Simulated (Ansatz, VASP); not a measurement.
**One calculation of InSb, two programs**

Contents of INCAR:

```
PREC     = Accurate       # precision mode
ENCUT    = 520            # plane-wave cutoff, eV
EDIFF    = 1E-7           # SCF threshold, eV
ISMEAR   = 0              # smearing method
SIGMA    = 0.15           # smearing width, eV
LREAL    = False          # projectors in reciprocal space
LASPH    = True           # aspherical terms in the spheres
NELM     = 80             # most SCF steps
ALGO     = Normal         # electronic algorithm
ISIF     = 2              # what is computed and relaxed
LWAVE    = False          # write WAVECAR
LCHARG   = False          # write CHGCAR
GGA      = PE             # functional
NBANDS   = 16             # bands
```

KPOINTS

```
Automatic mesh
0
Gamma
  16 16 16
```

File POSCAR:

```
InSb
1.0
   -3.0074500000      3.0074500000      1.4883500000
    3.0074500000     -3.0074500000      1.4883500000
    3.0074500000      3.0074500000     -1.4883500000
In Sb
1 1
Direct
    0.2500000000      0.7500000000      0.5000000000
    0.0000000000      0.0000000000      0.0000000000
```

Input for Ansatz:

```yaml
crystal:
  lattice:
    - [-3.00745, 3.00745, 1.48835]
    - [3.00745, -3.00745, 1.48835]
    - [3.00745, 3.00745, -1.48835]
  atoms:
    - { symbol: In, position: [0.25, 0.75, 0.5] }
    - { symbol: Sb, position: [0.0, 0.0, 0.0] }
basis:
  ecutwfc: 420
kpoints:
  mp_grid: { grid: [16, 16, 16] }
hamiltonian:
  xc: pbe
  pseudopotentials: { kind: paw, azcp: { folder: soft_1 } }
scf:
  occupations: { method: gaussian, width: 0.15 }
output:
  forces: true
  stress: true
  eigenvalues: true
```

Alike in both runs: task single point; functional PBE; k mesh 16 × 16 × 16; occupations gaussian, width 0.15 eV; no spin polarisation.

|  | VASP | Ansatz |
| --- | --- | --- |
| version | VASP 6.6.1 | Ansatz 0.2.0 |
| potentials or method | VASP PAW PBE potentials, release 64 (In_d, Sb), cutoff 520 eV | scalar-relativistic, plane waves, PAW |
| valence electrons in the cell | 18 | 28 |

|  | VASP | Ansatz | Ansatz less VASP |
| --- | --- | --- | --- |
| gap on the k mesh at the Fermi level (eV) | none | none | - |
| pressure (GPa) | 3.3 | 3.3 | +0.03 |
| traceless stress, the component that is largest in VASP (GPa) | 5.42 | 5.41 | -0.017 |

A gap of «none» marks a metal or a gap that the smearing closes. VASP's potentials hold 18 valence electrons a cell and Ansatz's 28, so a difference there can come from the potentials and not from the codes.

Neither program's run includes spin-orbit coupling.
